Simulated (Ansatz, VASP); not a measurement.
AlNi in VASP and in Ansatz

POSCAR

```
AlNi
1.0
    2.8810000000      0.0000000000      0.0000000000
    0.0000000000      2.8810000000      0.0000000000
    0.0000000000      0.0000000000      2.8810000000
Ni Al
1 1
Direct
    0.5000000000      0.5000000000      0.5000000000
    0.0000000000      0.0000000000      0.0000000000
```

Contents of INCAR.step1:

```
SYSTEM = AlNi
PREC = Accurate
ENCUT = 520
EDIFF = 1E-5
ISMEAR = -1
SIGMA = 0.05
LREAL = .False.
LASPH = .True.
NELM = 150
ALGO = Normal
ISIF = 2
LWAVE = .True.
LCHARG = .False.
ISPIN = 2
MAGMOM = 1 0
LORBIT = 11
LMAXMIX = 4
NBANDS = 18
GGA = PE
```

INCAR.step2

```
SYSTEM = AlNi
PREC = Accurate
ENCUT = 520
EDIFF = 1E-6
ISMEAR = -1
SIGMA = 0.05
LREAL = .False.
LASPH = .True.
NELM = 150
ALGO = Normal
ISIF = 2
LWAVE = .False.
LCHARG = .False.
ISPIN = 2
MAGMOM = 1 0
LORBIT = 11
LMAXMIX = 4
METAGGA = R2SCAN
LHFCALC = .True.
AEXX = 0.5
LMIXTAU = .True.
PRECFOCK = Normal
NBANDS = 18
ISTART = 1
```

KPOINTS

```
regular mesh
0
Gamma
  5 5 5
  0 0 0
```

The input input.yaml:

```yaml
crystal:
  lattice:
    - [2.881, 0.0, 0.0]
    - [0.0, 2.881, 0.0]
    - [0.0, 0.0, 2.881]
  atoms:
    - { symbol: Ni, position: [0.5, 0.5, 0.5], spin: 1.0 }
    - { symbol: Al, position: [0.0, 0.0, 0.0] }
hamiltonian:
  xc: r2scan50
  pseudopotentials: { kind: paw }
magnetization:
  spin_polarized: true
kpoints:
  mp_grid: { grid: [5, 5, 5] }
scf:
  occupations: { method: fermi_dirac, width: 0.05 }
output:
  forces: true
  stress: true
  eigenvalues: true
```

Alike in both runs: task single point; functional r2SCAN50; k mesh 5 × 5 × 5; occupations fermi-dirac, width 0.05 eV; collinear spin.

```csv
,VASP,Ansatz
version,VASP 6.6.1,Ansatz 0.2.0
potentials or method,"VASP PAW PBE potentials, release 64 (Ni, Al)",Ansatz PAW
plane-wave cutoff (eV),520,500
valence electrons in the cell,13,21
```

```tsv
	VASP	Ansatz	Ansatz less VASP
gap on the k mesh at the Fermi level (eV)	none	none	-
pressure (GPa)	-7.6	-7.7	-0.06
net moment per atom (μB)	0.03	0.22	+0.192
size of the moment on the site where the two differ most (μB)	0.06	0.56	+0.494
```

The net moments are unlike, so the other rows may belong to different states. VASP's potentials were made for PBE, not for r2SCAN50. Site moments also hang on the region over which each program counts them. A gap of «none» marks a metal or a gap that the smearing closes. VASP's potentials hold 13 valence electrons a cell and Ansatz's 21, so a difference there can come from the potentials and not from the codes.

The k mesh is coarse, so the values compare programs but aren't converged. Noted on Ansatz's run: the magnetic or orbital state may not be the lowest.
